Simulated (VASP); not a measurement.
# Al3FeCo2 (P-3m1) in VASP: a series of runs

Al3FeCo2 is run at these levels: PBE; tasks: relaxation of shape and atoms at fixed volume.

Everything below comes from runs of VASP 6.6.1. Logs are shortened: lines on timing, memory, paths and dates and some standing lists are left out, and cuts for length are marked.

**1. The cell of the first run**

It takes space group P-3m1 (No. 164, trigonal). Conventional cell: a = 3.871 Å, b = 3.871 Å, c = 4.738 Å, α = 90.00°, β = 90.00°, γ = 120.00°. Within 3.1 Å of Al (site symmetry -3m) lie 6 Co at 2.37 Å and 2 Fe at 2.37 Å and 6 Al at 2.74 Å. Al (site symmetry 3m) has 5 Co at 2.37 Å and 3 Fe at 2.37 Å and 6 Al at 2.73 to 2.74 Å within 3.1 Å. Within 3.1 Å of Fe (site symmetry -3m) lie 8 Al at 2.37 Å and 6 Co at 2.74 Å. Within 3.1 Å of Co (site symmetry 3m) lie 8 Al at 2.37 Å and 3 Co at 2.73 Å and 3 Fe at 2.74 Å.

**2. Relaxation of shape and atoms at fixed volume, PBE (10.24 Å³/atom)**

Contents of INCAR:

```
PREC = Accurate
ENCUT = 600
EDIFF = 1E-7
ISMEAR = 0
SIGMA = 0.1
LREAL = False
LASPH = True
NELM = 80
ALGO = Fast
ISIF = 4
LWAVE = False
LCHARG = False
GGA = PE
IBRION = 2
NSW = 50
EDIFFG = -0.01
```

Contents of KPOINTS:

```
Automatic mesh
0
Gamma
  12 12 8
```

Contents of POSCAR:

```
Al3FeCo2
1.0
    3.8705759429      0.0000000000      0.0000000000
   -1.9352879714      3.3520170939      0.0000000000
    0.0000000000      0.0000000000      4.7378132663
Al Fe Co
3 1 2
Direct
    0.0000000000      0.0000000000      0.0000000000
    0.6666666667      0.3333333333      0.3343748559
    0.3333333333      0.6666666667      0.6656251441
    0.0000000000      0.0000000000      0.5000000000
    0.3333333333      0.6666666667      0.1651976731
    0.6666666667      0.3333333333      0.8348023269
```

Potentials or basis: VASP PAW PBE potentials, release 64 (Al, Fe, Co).

Started as:

```console
$ cat potpaw_PBE.64/Al/POTCAR potpaw_PBE.64/Fe/POTCAR potpaw_PBE.64/Co/POTCAR > POTCAR
$ mpirun -np 1 vasp_std > vasp.out
```

OUTCAR:

```text
PREC = Accurate
   ENCUT = 600
   EDIFF = 1E-7
   ISMEAR = 0
   LREAL = False
   LASPH = True
   NELM = 80
   ISIF = 4
   GGA = PE
   IBRION = 2
   NSW = 50
   EDIFFG = -0.01

 ion  position               nearest neighbor table
   1  0.000  0.000  0.000-   5 2.37   6 2.37   6 2.37   5 2.37   6 2.37   5 2.37   4 2.37   4 2.37
                             2 2.74   3 2.74   3 2.74   2 2.74   2 2.74   3 2.74
   2  0.667  0.333  0.334-   6 2.37   4 2.37   4 2.37   4 2.37   6 2.37   5 2.37   5 2.37   5 2.37
                             3 2.73   3 2.73   3 2.73   1 2.74   1 2.74   1 2.74
   3  0.333  0.667  0.666-   5 2.37   4 2.37   4 2.37   4 2.37   5 2.37   6 2.37   6 2.37   6 2.37
                             2 2.73   2 2.73   2 2.73   1 2.74   1 2.74   1 2.74
   4  0.000  0.000  0.500-   2 2.37   3 2.37   2 2.37   3 2.37   2 2.37   3 2.37   1 2.37   1 2.37
                             6 2.74   5 2.74   6 2.74   5 2.74   5 2.74   6 2.74
   5  0.333  0.667  0.165-   3 2.37   1 2.37   1 2.37   1 2.37   3 2.37   2 2.37   2 2.37   2 2.37
                             6 2.73   6 2.73   6 2.73   4 2.74   4 2.74   4 2.74
   6  0.667  0.333  0.835-   2 2.37   1 2.37   1 2.37   1 2.37   2 2.37   3 2.37   3 2.37   3 2.37
                             5 2.73   5 2.73   5 2.73   4 2.74   4 2.74   4 2.74

  LATTYP: Found a hexagonal cell.
 ALAT       =     3.8705759429
 C/A-ratio  =     1.2240589866

  Lattice vectors:

 A1 = (   3.8705759429,   0.0000000000,   0.0000000000)
 A2 = (  -1.9352879714,   3.3520170939,   0.0000000000)
 A3 = (   0.0000000000,   0.0000000000,   4.7378132663)

Analysis of symmetry for initial positions (statically):
=====================================================================
 Subroutine PRICEL returns:
 Original cell was already a primitive cell.

 Routine SETGRP: Setting up the symmetry group for a
 hexagonal supercell.

 Subroutine GETGRP returns: Found 12 space group operations
 (whereof 12 operations were pure point group operations)
 out of a pool of 24 trial point group operations.

The static configuration has the point symmetry D_3d.

Analysis of symmetry for dynamics (positions and initial velocities):
=====================================================================
 Subroutine PRICEL returns:
 Original cell was already a primitive cell.

 Routine SETGRP: Setting up the symmetry group for a
 hexagonal supercell.

 Subroutine GETGRP returns: Found 12 space group operations
 (whereof 12 operations were pure point group operations)
 out of a pool of 24 trial point group operations.

The dynamic configuration has the point symmetry D_3d.

 Subroutine INISYM returns: Found 12 space group operations
 (whereof 12 operations are pure point group operations),
 and found     1 'primitive' translations

----------------------------------------------------------------------------------------

                                     Primitive cell

  volume of cell :      61.4695

  direct lattice vectors                    reciprocal lattice vectors
     3.870575943  0.000000000  0.000000000     0.258359483  0.149163917  0.000000000
    -1.935287971  3.352017094  0.000000000     0.000000000  0.298327834  0.000000000
     0.000000000  0.000000000  4.737813266     0.000000000  0.000000000  0.211067837

  length of vectors
     3.870575943  3.870575943  4.737813266     0.298327834  0.298327834  0.211067837

  position of ions in fractional coordinates (direct lattice)
     0.000000000  0.000000000  0.000000000
     0.666666667  0.333333333  0.334374856
     0.333333333  0.666666667  0.665625144
     0.000000000  0.000000000  0.500000000
     0.333333333  0.666666667  0.165197673
     0.666666667  0.333333333  0.834802327

  ion indices of the primitive-cell ions
   primitive index   ion index
                 1           1
                 2           2
                 3           3
                 4           4
                 5           5
                 6           6

----------------------------------------------------------------------------------------

 KPOINTS: Automatic mesh

Automatic generation of k-mesh.
 Grid dimensions read from file:
 generate k-points for:   12   12    8

 Generating k-lattice:
[... 42 lines left out ...]
  0.000000  0.166667  0.125000      6.000000
 [... further k-points ...]
   k-points           NKPTS =    131   k-points in BZ     NKDIM =    131   number of bands    NBANDS=     21
   number of dos      NEDOS =    301   number of ions     NIONS =      6
   total plane-waves  NPLWV =  40960
   dimension x,y,z NGX =    32 NGY =   32 NGZ =   40
   dimension x,y,z NGXF=    64 NGYF=   64 NGZF=   80
   ions per type =               3   1   2
   NGX,Y,Z   is equivalent  to a cutoff of  13.74, 13.74, 14.04 a.u.
   NGXF,Y,Z  is equivalent  to a cutoff of  27.49, 27.49, 28.07 a.u.
 SYSTEM =  unknown system
   PREC   = accura    normal or accurate (medium, high low for compatibility)
   ISTART =      0    job   : 0-new  1-cont  2-samecut
   ICHARG =      2    charge: 1-file 2-atom 10-const
   ISPIN  =      1    spin polarized calculation?
   LNONCOLLINEAR =      F non collinear calculations
   LSORBIT =      F    spin-orbit coupling
   LASPH  =      T    aspherical Exc in radial PAW
   ENCUT  =  600.0 eV  44.10 Ry    6.64 a.u.   7.73  7.73  9.46*2*pi/ulx,y,z
   NELM   =     80;   NELMIN=  2; NELMDL= -5     # of ELM steps
   EDIFF  = 0.1E-06   stopping-criterion for ELM
   LREAL  =      F    real-space projection
   EDIFFG = -.1E-01   stopping-criterion for IOM
   NSW    =     50    number of steps for IOM
   IBRION =      2    ionic relax: 0-MD 1-quasi-New 2-CG
   NFREE  =      1    steps in history (QN), initial steepest desc. (CG)
   ISIF   =      4    stress and relaxation
   ISYM   =      2    0-nonsym 1-usesym 2-fastsym
   POTIM  = 0.5000    time-step for ionic-motion
   TEBEG  =    0.0;   TEEND  =   0.0 temperature during run
   PSTRESS=    0.0 pullay stress
   NELECT =      35.0000    total number of electrons
   NUPDOWN=      -1.0000    fix difference up-down
   EMIN   =  10.00;   EMAX   =-10.00  energy-range for DOS
   EFERMI =   0.00;   METHOD = LEGACY
   ISMEAR =     0;   SIGMA  =   0.10  broadening in eV -4-tet -1-fermi 0-gaus
   EFERMI_NEDOS =   21; number of points for ismear=-14 and -15
   IALGO  =     68    algorithm
   IMIX   =      4    mixing-type and parameters
     AMIX     =   0.40;   BMIX     =  1.00
     AMIX_MAG =   1.60;   BMIX_MAG =  1.00
  volume/ion in A,a.u.               =      10.24        69.14
  Fermi-wavevector in a.u.,A,eV,Ry     =   1.356889  2.564148 25.050329  1.841147
  Thomas-Fermi vector in A             =   2.483854
   LORBIT       =      0    0 simple, 1 ext, 2 COOP (PROOUT), +10 PAW based schemes
   GGA     = PE    functional components
   LHFCALC =     F    Hartree Fock is set to
   AEXX    =    0.0000 exact exchange contribution
   IVDW    =     0    specifies the selected vdW correction
   LEPSILON=     F    determine dielectric tensor
   LRPA    =     F    only Hartree local field effects (RPA)
 conjugate gradient relaxation of ions
 non-spin polarized calculation
 RMM-DIIS sequential band-by-band and
 Gauss-broadening in eV      SIGMA  =   0.10
  energy-cutoff  :      600.00
  volume of cell :       61.47
 maximum number of plane-waves:      2083
 NGX is ok and might be reduce to    32
   NGX = 15   NGY = 15   NGZ = 19

--------------------------------------- Ionic step        1  -------------------------------------------

 number of electron      35.0000004 magnetization

 Free energy of the ion-electron system (eV)
  ---------------------------------------------------
  ext. energy  EPLUGINS =         0.00000000
  ---------------------------------------------------
  free energy    TOTEN  =       -36.02589411 eV

  energy without entropy =      -36.01557823  energy(sigma->0) =      -36.02073617

------------------------ aborting loop because EDIFF is reached ----------------------------------------

  FORCE on cell =-STRESS in cart. coord.  units (eV):
  Direction    XX          YY          ZZ          XY          YZ          ZX
  --------------------------------------------------------------------------------------
  -------------------------------------------------------------------------------------
  Total       11.4625023     11.4625023     11.4658384      0.0000000     -0.0000000      0.0000000
  in kB      298.7653730    298.7653730    298.8523263      0.0000000     -0.0000000      0.0000000
  external PRESSURE =     298.7943574 kB  Pullay stress =       0.0000000 kB

 VOLUME and BASIS-vectors are now :
 -----------------------------------------------------------------------------
  energy-cutoff  :      600.00
  volume of cell :       61.47
      direct lattice vectors                 reciprocal lattice vectors
     3.870575943  0.000000000  0.000000000     0.258359483  0.149163917  0.000000000
    -1.935287971  3.352017094  0.000000000     0.000000000  0.298327834  0.000000000
     0.000000000  0.000000000  4.737813266     0.000000000  0.000000000  0.211067837

 POSITION                                       TOTAL-FORCE (eV/Angst)
 -----------------------------------------------------------------------------------
      0.00000      0.00000      0.00000         0.000000      0.000000      0.000000
      1.93529      1.11734      1.58421         0.000000      0.000000     -0.007574
     -0.00000      2.23468      3.15361         0.000000      0.000000      0.007574
      0.00000      0.00000      2.36891         0.000000      0.000000      0.000000
     -0.00000      2.23468      0.78268         0.000000      0.000000     -0.024102
      1.93529      1.11734      3.95514        -0.000000      0.000000      0.024102
 -----------------------------------------------------------------------------------
    total drift:                                0.000000      0.000000     -0.000000

  FREE ENERGIE OF THE ION-ELECTRON SYSTEM (eV)
  ---------------------------------------------------
  free  energy   TOTEN  =       -36.0258941126 eV

  energy  without entropy=      -36.0155782342  energy(sigma->0) =      -36.02073617

--------------------------------------- Ionic step        2  -------------------------------------------

 number of electron      35.0000004 magnetization

 Free energy of the ion-electron system (eV)
  ---------------------------------------------------
  ext. energy  EPLUGINS =         0.00000000
  ---------------------------------------------------
  free energy    TOTEN  =       -36.02591597 eV

  energy without entropy =      -36.01562767  energy(sigma->0) =      -36.02077182

 E-fermi :  11.0912     XC(G=0): -12.8682

 val. band max:       11.0812889999   @ k =   0.0833   0.0000   0.2500
 cond. band min:      11.0948013971   @ k =   0.1667   0.1667   0.2500
 fundamental gap:      0.0135123973
 Fermi energy:        11.0911611412

 k-point     1 :       0.0000    0.0000    0.0000
  band No.  band energies     occupation
      1      -0.2856      2.00000
      2       5.3569      2.00000
      3       5.3601      2.00000
      4       7.7179      2.00000
      5       7.7179      2.00000
      6       7.8864      2.00000
[... 565 lines left out ...]
     20      12.8370      0.00000
     21      15.1992      0.00000

 [... further k-points ...]

------------------------ aborting loop because EDIFF is reached ----------------------------------------

  FORCE on cell =-STRESS in cart. coord.  units (eV):
  Direction    XX          YY          ZZ          XY          YZ          ZX
  --------------------------------------------------------------------------------------
  -------------------------------------------------------------------------------------
  Total       11.5308520     11.5308520     11.5314400      0.0000000      0.0000000     -0.0000000
  in kB      300.5468795    300.5468795    300.5622046      0.0000000      0.0000000     -0.0000000
  external PRESSURE =     300.5519879 kB  Pullay stress =       0.0000000 kB

 VOLUME and BASIS-vectors are now :
 -----------------------------------------------------------------------------
  energy-cutoff  :      600.00
  volume of cell :       61.47
      direct lattice vectors                 reciprocal lattice vectors
     3.870541336  0.000000000  0.000000000     0.258361793  0.149165251  0.000000000
    -1.935270668  3.351987123 -0.000000000    -0.000000000  0.298330502  0.000000000
     0.000000000 -0.000000000  4.737897990    -0.000000000  0.000000000  0.211064063

 POSITION                                       TOTAL-FORCE (eV/Angst)
 -----------------------------------------------------------------------------------
      0.00000      0.00000      0.00000         0.000000     -0.000000      0.000000
      1.93527      1.11733      1.58387        -0.000000     -0.000000      0.008308
     -0.00000      2.23466      3.15403         0.000000      0.000000     -0.008308
      0.00000     -0.00000      2.36895         0.000000     -0.000000      0.000000
     -0.00000      2.23466      0.78153         0.000000     -0.000000      0.003670
      1.93527      1.11733      3.95637        -0.000000      0.000000     -0.003670
 -----------------------------------------------------------------------------------
    total drift:                                0.000000      0.000000     -0.000000

  FREE ENERGIE OF THE ION-ELECTRON SYSTEM (eV)
  ---------------------------------------------------
  free  energy   TOTEN  =       -36.0259159655 eV

  energy  without entropy=      -36.0156276705  energy(sigma->0) =      -36.02077182

 reached required accuracy - stopping structural energy minimisation
```

It took 11 min on 1 thread of Intel Xeon 8259CL, shared host; peak memory 0.38 GiB.

Results:

```yaml
Free_energy: -36.0259 eV
Energy_gained_by_relaxing: 0.0 meV/atom
Ionic_steps: 2
Pressure_after_relaxing: 30.1 GPa
Largest_force_after_relaxing: 0.008 eV/Å
Band_gap_on_the_k_mesh: zero (an odd number of electrons rules out a gap without spin polarisation)
```

Forces in eV/Å, atoms in the order of the input:
```
Al   0.000  0.000  0.000
Al   0.000  0.000  0.008
Al   0.000  0.000 -0.008
Fe   0.000  0.000  0.000
Co   0.000  0.000  0.004
Co   0.000  0.000 -0.004
```

Final structure:
```
CELL_PARAMETERS angstrom
3.87054 0.00000 0.00000
-1.93527 3.35199 0.00000
0.00000 0.00000 4.73790
ATOMIC_POSITIONS crystal
Al 0.00000 0.00000 0.00000
Al 0.66667 0.33333 0.33430
Al 0.33333 0.66667 0.66570
Fe 0.00000 0.00000 0.50000
Co 0.33333 0.66667 0.16495
Co 0.66667 0.33333 0.83505
```

Caveat: the run has no spin polarisation, though such a crystal can be magnetic.

**3. Relaxation of shape and atoms at fixed volume, PBE (10.59 Å³/atom)**

This run uses another cell than the first one, of 10.59 Å³/atom.

Contents of INCAR:

```
SYSTEM = Al3FeCo2
PREC = Accurate
ENCUT = 600
EDIFF = 1E-6
ISMEAR = 0
SIGMA = 0.1
LREAL = .FALSE.
LASPH = .TRUE.
NELM = 60
ALGO = Fast
ISIF = 4
LWAVE = .FALSE.
LCHARG = .FALSE.
GGA = PE
IBRION = 2
NSW = 50
EDIFFG = -0.01
```

Contents of KPOINTS:

```
regular mesh
0
G
  12 12 8
  0 0 0
```

Contents of POSCAR:

```
Al3FeCo2
1.0
    3.9140872091      0.0000000000      0.0000000000
   -1.9570436045      3.3896989557      0.0000000000
    0.0000000000      0.0000000000      4.7910074928
Al Fe Co
3 1 2
Direct
    0.0000000000      0.0000000000      0.0000000000
    0.6666666667      0.3333333333      0.3343646651
    0.3333333333      0.6666666667      0.6656353349
    0.0000000000      0.0000000000      0.5000000000
    0.3333333333      0.6666666667      0.1653118181
    0.6666666667      0.3333333333      0.8346881819
```

Potentials or basis: VASP PAW PBE potentials, release 64 (Al, Fe, Co).

Started as:

```console
$ cat potpaw_PBE.64/Al/POTCAR potpaw_PBE.64/Fe/POTCAR potpaw_PBE.64/Co/POTCAR > POTCAR
$ mpirun -np 1 vasp_std > vasp.out
```

Run time: 7.5 min. Hardware: 1 thread of Intel Xeon 8259CL, shared host; peak memory 0.39 GiB.

Results (log left out):

| Item | Value |
| --- | --- |
| Free energy | -36.3564 eV |
| Energy gained by relaxing | 0.0 meV/atom |
| Ionic steps | 2 |
| Pressure after relaxing | 20.7 GPa |
| Largest force after relaxing | 0.005 eV/Å |
| Band gap on the k mesh | zero (an odd number of electrons rules out a gap without spin polarisation) |

Forces in eV/Å, atoms in the order of the input:
```
Al   0.000  0.000  0.000
Al   0.000  0.000  0.005
Al   0.000  0.000 -0.005
Fe   0.000  0.000  0.000
Co   0.000  0.000  0.003
Co   0.000  0.000 -0.003
```

Final structure:
```
Al Fe Co
1.0
     3.91406    0.00000    0.00000
    -1.95703    3.38967    0.00000
     0.00000    0.00000    4.79108
Al Fe Co
3 1 2
Direct
  0.00000 0.00000 0.00000
  0.66667 0.33333 0.33430
  0.33333 0.66667 0.66570
  0.00000 0.00000 0.50000
  0.33333 0.66667 0.16508
  0.66667 0.33333 0.83492
```

Levels at points of the mesh, in eV from the Fermi level:
```tsv
k point	band 16	band 17	band 18	band 19	band 20	band 21
(0.00, 0.00, 0.00)	-0.24	-0.24	-0.18	3.43	3.43	3.67
(0.50, 0.00, 0.00)	-0.92	-0.71	-0.55	0.49	1.76	2.16
(0.00, 0.00, 0.50)	0.51	0.51	2.95	2.95	2.97	4.48
(0.50, 0.00, 0.50)	-0.73	-0.58	-0.13	0.98	1.85	2.22
```

Caveat: the run has no spin polarisation, though such a crystal can be magnetic.
